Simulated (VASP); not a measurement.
# Ge8H3N in VASP: further runs

Runs on Ge8H3N. Level: PBEsol. Tasks: single point.

All numbers are computed with VASP 6.6.1; they aren't measurements. Logs are shortened: lines on timing, memory, paths and dates and some standing lists are left out, and cuts for length are marked.

### Step 1. The cell of the first run

The cell holds a slab with vacuum, 24 atoms: a = 8.004 Å, b = 8.004 Å, c = 18.175 Å, α = 90.00°, β = 90.00°, γ = 60.00°.

### Step 2. Single point, PBEsol

The input, INCAR:

```
  PREC = Accurate
  ENCUT = 520
  EDIFF = 1E-6
  ISMEAR = 0
  SIGMA = 0.05
  LREAL = Auto
  LASPH = T
  NELM = 100
  ALGO = Normal
  ISIF = 2
  LWAVE = F
  LCHARG = F
  GGA = PS
  NBANDS = 138
```

The input, KPOINTS:

```
regular mesh
0
Gamma
  2 2 1
```

The input, POSCAR:

```
Ge8H3N
1.0
    8.0044490000      0.0000000000      0.0000000000
    4.0022240000      6.9320560000      0.0000000000
    0.0000000000      0.0000000000     18.1747530000
H Ge N
6 16 2
Direct
    0.1666666218      0.1666667148      0.0550213805
    0.6666666843      0.1666667148      0.0550213805
    0.1666666218      0.6666667148      0.0550213805
    0.6666666843      0.6666667148      0.0550213805
    0.0039275588      0.4940955468      0.4434229175
    0.5223623983      0.4816379152      0.4439340661
    0.1666666218      0.1666667148      0.1403045202
    0.6666666843      0.1666667148      0.1403045202
    0.1666666218      0.6666667148      0.1403045202
    0.6666666843      0.6666667148      0.1403045202
   -0.1678799999      0.3339178160      0.1819882229
    0.3326950650      0.3329954345      0.1847911221
   -0.1683733853      0.8334791294      0.1837550144
    0.3283783501      0.8356976631      0.1870731888
   -0.1518627465      0.3297937870      0.3154590326
    0.3553908354      0.3079698144      0.3181001139
   -0.1707549975      0.8319181207      0.3182235269
    0.3774675698      0.8250585396      0.3232627150
    0.0279162459     -0.0193850136      0.3233842023
    0.5152813012      0.0006846454      0.3911567877
    0.0165095398      0.4947262399      0.3581535331
    0.5120421075      0.4859800613      0.3585222864
    0.8256311796      0.0608514992      0.5777197632
    0.8708920789      0.0463604160      0.5198251112
```

Potentials or basis: VASP PAW PBE potentials, release 64 (H, Ge_d, N).

Run with:

```console
$ cat potpaw_PBE.64/H/POTCAR potpaw_PBE.64/Ge_d/POTCAR potpaw_PBE.64/N/POTCAR > POTCAR
$ mpirun -np 1 vasp_std > vasp.out
```

OUTCAR:

```text
PREC = Accurate
   ENCUT = 520
   EDIFF = 1E-6
   ISMEAR = 0
   LREAL = Auto
   LASPH = T
   NELM = 100
   ISIF = 2
   GGA = PS

 ion  position               nearest neighbor table
   1  0.167  0.167  0.055-   7 1.55
   2  0.667  0.167  0.055-   8 1.55
   3  0.167  0.667  0.055-   9 1.55
   4  0.667  0.667  0.055-  10 1.55
   5  0.004  0.494  0.443-  21 1.55
   6  0.522  0.482  0.444-  22 1.55
   7  0.167  0.167  0.140-   1 1.55  11 2.44  12 2.44  14 2.45
   8  0.667  0.167  0.140-   2 1.55  11 2.43  13 2.44  12 2.45
   9  0.167  0.667  0.140-   3 1.55  14 2.45  12 2.45  13 2.45
  10  0.667  0.667  0.140-   4 1.55  11 2.43  13 2.43  14 2.49
  11  0.832  0.334  0.182-   8 2.43  10 2.43  15 2.43   7 2.44
  12  0.333  0.333  0.185-  16 2.43   7 2.44   9 2.45   8 2.45
  13  0.832  0.833  0.184-  10 2.43   8 2.44  17 2.44   9 2.45
  14  0.328  0.836  0.187-   9 2.45   7 2.45  10 2.49  18 2.50
  15  0.848  0.330  0.315-  19 2.43  11 2.43  21 2.44  22 2.46
  16  0.355  0.308  0.318-  12 2.43  22 2.43  21 2.46  20 2.51
  17  0.829  0.832  0.318-  19 2.42  13 2.44  21 2.45  20 2.55
  18  0.377  0.825  0.323-  19 2.43  22 2.45  14 2.50  20 2.50
  19  0.028  0.981  0.323-  17 2.42  15 2.43  18 2.43
  20  0.515  0.001  0.391-  18 2.50  16 2.51  17 2.55
  21  0.017  0.495  0.358-   5 1.55  15 2.44  17 2.45  16 2.46
  22  0.512  0.486  0.359-   6 1.55  16 2.43  18 2.45  15 2.46
  23  0.826  0.061  0.578-  24 1.10
  24  0.871  0.046  0.520-  23 1.10

  LATTYP: Found a hexagonal cell.
 ALAT       =     8.0044485965
 C/A-ratio  =     2.2705815124

  Lattice vectors:

 A1 = (  -4.0022240000,  -6.9320560000,   0.0000000000)
 A2 = (   8.0044490000,   0.0000000000,   0.0000000000)
 A3 = (   0.0000000000,   0.0000000000,  18.1747530000)

Analysis of symmetry for initial positions (statically):
=====================================================================
 Subroutine PRICEL returns:
 Original cell was already a primitive cell.

 Routine SETGRP: Setting up the symmetry group for a
 hexagonal supercell.

 Subroutine GETGRP returns: Found  1 space group operations
 (whereof  1 operations were pure point group operations)
 out of a pool of 24 trial point group operations.

The static configuration has the point symmetry C_1 .

Analysis of symmetry for dynamics (positions and initial velocities):
=====================================================================
 Subroutine PRICEL returns:
 Original cell was already a primitive cell.

 Routine SETGRP: Setting up the symmetry group for a
 hexagonal supercell.

 Subroutine GETGRP returns: Found  1 space group operations
 (whereof  1 operations were pure point group operations)
 out of a pool of 24 trial point group operations.

The dynamic configuration has the point symmetry C_1 .

 Subroutine INISYM returns: Found  1 space group operations
 (whereof  1 operations are pure point group operations),
 and found     1 'primitive' translations

----------------------------------------------------------------------------------------

                                     Primitive cell

  volume of cell :    1008.4678

  direct lattice vectors                    reciprocal lattice vectors
     8.004449000  0.000000000  0.000000000     0.124930523 -0.072128664  0.000000000
     4.002224000  6.932056000  0.000000000     0.000000000  0.144257346  0.000000000
     0.000000000  0.000000000 18.174753000     0.000000000  0.000000000  0.055021380

  length of vectors
     8.004449000  8.004448596 18.174753000     0.144257339  0.144257346  0.055021380

  position of ions in fractional coordinates (direct lattice)
     0.166666622  0.166666715  0.055021381
     0.666666684  0.166666715  0.055021381
     0.166666622  0.666666715  0.055021381
     0.666666684  0.666666715  0.055021381
     0.003927559  0.494095547  0.443422918
     0.522362398  0.481637915  0.443934066
[... 16 lines left out ...]
     0.825631180  0.060851499  0.577719763
     0.870892079  0.046360416  0.519825111

  ion indices of the primitive-cell ions
   primitive index   ion index
[... 47 lines left out ...]
 Gauss-broadening in eV      SIGMA  =   0.05
  energy-cutoff  :      520.00
  volume of cell :     1008.47
 maximum number of plane-waves:     27152
 NGX is ok and might be reduce to    60
   NGX = 29   NGY = 29   NGZ = 67

 number of electron     240.0000029 magnetization

 Free energy of the ion-electron system (eV)
  ---------------------------------------------------
  ext. energy  EPLUGINS =         0.00000000
  ---------------------------------------------------
  free energy    TOTEN  =      -111.20384073 eV

  energy without entropy =     -111.20363482  energy(sigma->0) =     -111.20373778

 E-fermi :  -0.9710     XC(G=0):  -4.8913

 val. band max:       -1.0737891334   @ k =   0.0000   0.0000   0.0000
 cond. band min:      -0.8681974361   @ k =   0.0000   0.0000   0.0000
 fundamental gap:      0.2055916973
 Fermi energy:        -0.9709932853

 k-point     1 :       0.0000    0.0000    0.0000
  band No.  band energies     occupation
      1     -25.7402      2.00000
      2     -25.6759      2.00000
      3     -25.6630      2.00000
      4     -25.6134      2.00000
      5     -25.5929      2.00000
      6     -25.4667      2.00000
[... 124 lines left out ...]
    131       1.3241      0.00000
    132       1.5723      0.00000

 k-point     2 :       0.5000    0.0000    0.0000
  band No.  band energies     occupation
      1     -25.7399      2.00000
      2     -25.6761      2.00000
      3     -25.6631      2.00000
      4     -25.6142      2.00000
      5     -25.5945      2.00000
      6     -25.4790      2.00000
[... 124 lines left out ...]
    131       2.2572      0.00000
    132       2.5169      0.00000

 k-point     3 :       0.5000    0.5000    0.0000
  band No.  band energies     occupation
      1     -25.7399      2.00000
      2     -25.6760      2.00000
      3     -25.6630      2.00000
      4     -25.6143      2.00000
      5     -25.5945      2.00000
      6     -25.4769      2.00000
[... 124 lines left out ...]
    131       2.2989      0.00000
    132       2.4285      0.00000

 k-point     4 :       0.0000    0.5000    0.0000
  band No.  band energies     occupation
      1     -25.7399      2.00000
      2     -25.6760      2.00000
      3     -25.6631      2.00000
      4     -25.6152      2.00000
      5     -25.5945      2.00000
      6     -25.4771      2.00000
[... 124 lines left out ...]
    131       2.1454      0.00000
    132       2.3221      0.00000
 [bands above 132 left out]

------------------------ aborting loop because EDIFF is reached ----------------------------------------

  FORCE on cell =-STRESS in cart. coord.  units (eV):
  Direction    XX          YY          ZZ          XY          YZ          ZX
  --------------------------------------------------------------------------------------
  -------------------------------------------------------------------------------------
  Total        0.4022452      1.3307087      1.7265142      1.8365928      0.1899628     -0.5357307
  in kB        0.6390568      2.1141293      2.7429551      2.9178398      0.3017986     -0.8511284
  external PRESSURE =       1.8320471 kB  Pullay stress =       0.0000000 kB

 VOLUME and BASIS-vectors are now :
 -----------------------------------------------------------------------------
  energy-cutoff  :      520.00
  volume of cell :     1008.47
      direct lattice vectors                 reciprocal lattice vectors
     8.004449000  0.000000000  0.000000000     0.124930523 -0.072128664  0.000000000
     4.002224000  6.932056000  0.000000000     0.000000000  0.144257346  0.000000000
     0.000000000  0.000000000 18.174753000     0.000000000  0.000000000  0.055021380

 POSITION                                       TOTAL-FORCE (eV/Angst)
 -----------------------------------------------------------------------------------
      2.00111      1.15534      1.00000         0.014205     -0.060515      0.008140
      6.00334      1.15534      1.00000         0.038021     -0.014006     -0.000645
      4.00222      4.62137      1.00000         0.054779      0.022420     -0.027517
      8.00445      4.62137      1.00000        -0.048629      0.038574     -0.079900
      2.00892      3.42510      8.05910         0.001684     -0.000106     -0.020285
      6.10885      3.33874      8.06839        -0.000498      0.000108     -0.020301
[... 16 lines left out ...]
      6.85226      0.42183     10.49991        -0.516665      0.172641      1.803446
      7.15656      0.32137      9.44769         0.526379     -0.172161     -1.800966
 -----------------------------------------------------------------------------------
    total drift:                                0.003138     -0.000199     -0.012935

  FREE ENERGIE OF THE ION-ELECTRON SYSTEM (eV)
  ---------------------------------------------------
  free  energy   TOTEN  =      -111.2038407340 eV

  energy  without entropy=     -111.2036348173  energy(sigma->0) =     -111.20373778
```

Run time: 52 min. Hardware: 1 thread of Intel Xeon 8259CL, shared host; peak memory 1.1 GiB.

Results:

```
Free energy            : -111.2038 eV
Largest force          : 1.884 eV/Å
Band gap on the k mesh : 0.21 eV
```

Forces on the atoms (eV/Å):
```
H    0.014 -0.061  0.008
H    0.038 -0.014 -0.001
H    0.055  0.022 -0.028
H   -0.049  0.039 -0.080
H    0.002  0.000 -0.020
H    0.000  0.000 -0.020
Ge   0.080  0.037 -0.041
Ge  -0.018 -0.047 -0.009
Ge  -0.029 -0.080  0.148
Ge  -0.106  0.105  0.004
Ge   0.000  0.001  0.000
Ge   0.000  0.001  0.002
Ge   0.000  0.000 -0.002
Ge   0.000  0.000 -0.005
Ge   0.001 -0.002 -0.004
Ge   0.002  0.004 -0.002
Ge   0.006 -0.001 -0.003
Ge  -0.005  0.000  0.003
Ge  -0.001  0.001  0.004
Ge   0.001 -0.001  0.003
Ge  -0.004 -0.001  0.020
Ge   0.003 -0.002  0.021
N   -0.517  0.173  1.803
N    0.526 -0.172 -1.801
```

Caveat: the k points lie up to 0.45 Å⁻¹ apart; the standard files for N, O and F lose accuracy on very short bonds; there is no dipole correction, which matters where the two faces differ; the PAW data sets were made with another functional, which shifts forces and pressure a little.

### Step 3. Single point, PBEsol

The input, INCAR:

```
PREC     = Accurate       # precision mode
ENCUT    = 520            # plane-wave cutoff, eV
EDIFF    = 1E-7           # SCF threshold, eV
ISMEAR   = 0              # smearing method
SIGMA    = 0.05           # smearing width, eV
LREAL    = Auto         
LASPH    = T              # aspherical terms in the spheres
NELM     = 80             # most SCF steps
ALGO     = Normal         # electronic algorithm
ISIF     = 2              # what is computed and relaxed
LWAVE    = F              # write WAVECAR
LCHARG   = F              # write CHGCAR
GGA      = PS             # functional
NBANDS   = 138            # bands
```

KPOINTS is that of step 2.

The input, POSCAR:

```
Ge8H3N
1.0
    8.0044490000      0.0000000000      0.0000000000
    4.0022240000      6.9320560000      0.0000000000
    0.0000000000      0.0000000000     18.1747530000
H Ge N
6 16 2
Direct
    0.1666666218      0.1666667148      0.0550213805
    0.6666666843      0.1666667148      0.0550213805
    0.1666666218      0.6666667148      0.0550213805
    0.6666666843      0.6666667148      0.0550213805
    0.0037743181      0.4940929502      0.4434355724
    0.5221887784      0.4819759102      0.4439153588
    0.1666666218      0.1666667148      0.1403045202
    0.6666666843      0.1666667148      0.1403045202
    0.1666666218      0.6666667148      0.1403045202
    0.6666666843      0.6666667148      0.1403045202
   -0.1678812399      0.3339055541      0.1819833810
    0.3326867657      0.3329850480      0.1847958539
   -0.1683746049      0.8334768213      0.1837672842
    0.3284178209      0.8356781884      0.1870334634
   -0.1520499231      0.3299285234      0.3154534755
    0.3553156510      0.3079965020      0.3181226177
   -0.1709131365      0.8319727942      0.3182534585
    0.3772094572      0.8251919777      0.3231961942
    0.0276377655     -0.0192403235      0.3233914651
    0.5150783257      0.0006635838      0.3911666915
    0.0164153739      0.4947444164      0.3581659129
    0.5118373160      0.4861530259      0.3585064952
    0.8202152163      0.0710852596      0.5773407209
    0.8653758140      0.0551569405      0.5193996859
```

Potentials or basis: VASP PAW PBE potentials, release 64 (H, Ge_d, N).

Run with:

```console
$ cat potpaw_PBE.64/H/POTCAR potpaw_PBE.64/Ge_d/POTCAR potpaw_PBE.64/N/POTCAR > POTCAR
$ mpirun -np 1 vasp_std > vasp.out
```

Run time: 46 min. Hardware: 1 thread of Intel Xeon 8259CL, shared host; peak memory 1.1 GiB.

The run converged. Its results:

```
Free energy            : -111.2036 eV
Largest force          : 1.891 eV/Å
Band gap on the k mesh : 0.20 eV
```

Forces on the atoms (eV/Å):
```
H    0.014 -0.060  0.008
H    0.038 -0.014 -0.001
H    0.054  0.022 -0.028
H   -0.048  0.039 -0.080
H    0.002  0.000 -0.021
H   -0.001  0.000 -0.020
Ge   0.080  0.037 -0.042
Ge  -0.019 -0.047 -0.009
Ge  -0.029 -0.080  0.148
Ge  -0.104  0.104  0.002
Ge   0.000  0.002  0.000
Ge   0.001  0.001  0.003
Ge   0.000  0.000 -0.001
Ge  -0.002  0.000 -0.005
Ge   0.001 -0.002 -0.004
Ge   0.002  0.004 -0.004
Ge   0.005 -0.002 -0.003
Ge  -0.005  0.000  0.004
Ge   0.000  0.001  0.004
Ge   0.001 -0.001  0.003
Ge  -0.004 -0.001  0.021
Ge   0.003 -0.002  0.021
N   -0.507  0.190  1.812
N    0.517 -0.191 -1.808
```

Levels at points of the mesh, in eV from the valence-band top:
| k point | band 118 | band 119 | band 120 | band 121 | band 122 | band 123 |
| --- | --- | --- | --- | --- | --- | --- |
| (0.00, 0.00, 0.00) | -0.63 | -0.14 | 0.00 | 0.20 | 0.97 | 1.12 |
| (0.50, 0.00, 0.00) | -0.83 | -0.71 | -0.61 | 0.69 | 1.74 | 1.82 |
| (0.50, 0.50, 0.00) | -0.83 | -0.64 | -0.59 | 0.65 | 1.75 | 1.94 |
| (0.00, 0.50, 0.00) | -0.79 | -0.68 | -0.63 | 0.61 | 1.74 | 1.90 |

Caveat: the k points lie up to 0.45 Å⁻¹ apart; the standard files for N, O and F lose accuracy on very short bonds; there is no dipole correction, which matters where the two faces differ; the PAW data sets were made with another functional, which shifts forces and pressure a little.

### Step 4. Single point, PBEsol

The input, INCAR:

```
SYSTEM = Ge8H3N
  PREC = Accurate
  ENCUT = 520
  EDIFF = 1E-6
  ISMEAR = 0
  SIGMA = 0.05
  LREAL = Auto
  LASPH = .TRUE.
  NELM = 100
  ALGO = Normal
  ISIF = 2
  LWAVE = .FALSE.
  LCHARG = .TRUE.
  GGA = PS
  LELF = .TRUE.
  LVHAR = .TRUE.
  NBANDS = 138
```

The input, KPOINTS:

```
regular mesh
0
G
  2 2 1
  0 0 0
```

The input, POSCAR:

```
Ge8H3N
1.0
    8.0044490000      0.0000000000      0.0000000000
    4.0022240000      6.9320560000      0.0000000000
    0.0000000000      0.0000000000     18.1747530000
H Ge N
6 16 2
Direct
    0.1666666218      0.1666667148      0.0550213805
    0.6666666843      0.1666667148      0.0550213805
    0.1666666218      0.6666667148      0.0550213805
    0.6666666843      0.6666667148      0.0550213805
    0.0004623153      0.4952320062      0.4442309615
    0.5090766732      0.4911156228      0.4440737654
    0.1666666218      0.1666667148      0.1403045202
    0.6666666843      0.1666667148      0.1403045202
    0.1666666218      0.6666667148      0.1403045202
    0.6666666843      0.6666667148      0.1403045202
   -0.1679462843      0.3330581865      0.1827130746
    0.3321576035      0.3328025625      0.1848254004
   -0.1682001012      0.8333214561      0.1844792059
    0.3295883462      0.8342796134      0.1856709690
   -0.1626316502      0.3360893218      0.3167836724
    0.3481327293      0.3111088543      0.3181296054
   -0.1820062183      0.8361839547      0.3195984562
    0.3622028703      0.8309976146      0.3209683785
    0.0125721431     -0.0125095643      0.3253306936
    0.5013764033      0.0017263277      0.3906060236
    0.0095346189      0.4973808636      0.3588716171
    0.5002449343      0.4928989321      0.3586993452
    0.7375042651      0.0534239770      0.5792577209
    0.7558362423      0.0754441395      0.5207003363
```

Run with:

```console
$ cat potpaw_PBE.64/H/POTCAR potpaw_PBE.64/Ge_d/POTCAR potpaw_PBE.64/N/POTCAR > POTCAR
$ mpirun -np 1 vasp_std > vasp.out
```

It took 22 min on 1 thread of Intel Xeon Platinum 8259CL at 2.50GHz (Skylake/Cascade Lake), shared host; peak memory 1.1 GiB.

The run converged. Its results:

- Free energy: -111.1834 eV
- Largest force: 1.899 eV/Å
- Band gap on the k mesh: 0.14 eV

Forces on the atoms (eV/Å):
```
H   -0.012 -0.025  0.009
H    0.031 -0.009  0.005
H    0.012  0.024 -0.032
H   -0.017  0.027 -0.089
H    0.001 -0.001 -0.023
H    0.003 -0.005 -0.021
Ge   0.046  0.013 -0.026
Ge  -0.032 -0.037  0.027
Ge  -0.031 -0.042  0.134
Ge  -0.061  0.077  0.008
Ge   0.000 -0.002 -0.006
Ge  -0.001 -0.004  0.000
Ge  -0.005 -0.003  0.000
Ge  -0.001  0.001 -0.001
Ge   0.006  0.008  0.001
Ge   0.006  0.001 -0.006
Ge  -0.003 -0.006 -0.008
Ge   0.013 -0.004  0.007
Ge   0.002 -0.006 -0.087
Ge   0.002 -0.001  0.029
Ge   0.000 -0.005  0.023
Ge   0.000 -0.008  0.019
N   -0.392 -0.258  1.840
N    0.434  0.264 -1.802
```

Levels at points of the mesh, in eV from the valence-band top:
| k point | band 116 | band 117 | band 118 | band 119 | band 120 | band 121 | band 122 | band 123 | band 124 | band 125 |
| --- | --- | --- | --- | --- | --- | --- | --- | --- | --- | --- |
| (0.00, 0.00, 0.00) | -0.98 | -0.73 | -0.64 | -0.09 | 0.00 | 0.14 | 0.96 | 1.07 | 1.27 | 1.37 |
| (0.50, 0.00, 0.00) | -1.63 | -1.59 | -0.84 | -0.72 | -0.61 | 0.61 | 1.73 | 1.88 | 2.02 | 2.09 |
| (0.50, 0.50, 0.00) | -1.65 | -1.56 | -0.82 | -0.66 | -0.60 | 0.61 | 1.75 | 1.90 | 2.03 | 2.14 |
| (0.00, 0.50, 0.00) | -1.63 | -1.62 | -0.81 | -0.69 | -0.65 | 0.57 | 1.72 | 1.87 | 1.96 | 2.17 |

Caveat: the k points lie up to 0.45 Å⁻¹ apart; the standard files for N, O and F lose accuracy on very short bonds; there is no dipole correction, which matters where the two faces differ; the PAW data sets were made with another functional, which shifts forces and pressure a little.

### Step 5. Summary

```tsv
cell	gap on the mesh (eV)	largest force (eV/Å)
as given, atomic positions A	0.21	1.88
as given, atomic positions B	0.20	1.89
as given, atomic positions C	0.14	1.90
```

Alike in all rows: task single point; level PBEsol; potentials or basis VASP PAW PBE potentials, release 64 (H, Ge_d, N); no spin polarisation; k mesh 2 × 2 × 1; cutoff (eV) 520; smearing gaussian 0.05 eV.

Caveats: all runs use coarse meshes; the standard files for N, O and F lose accuracy on very short bonds; there is no dipole correction, which matters where the two faces differ; the PAW data sets were made with another functional, which shifts forces and pressure a little.

Absolute energies hang on the potentials; compare differences alone.
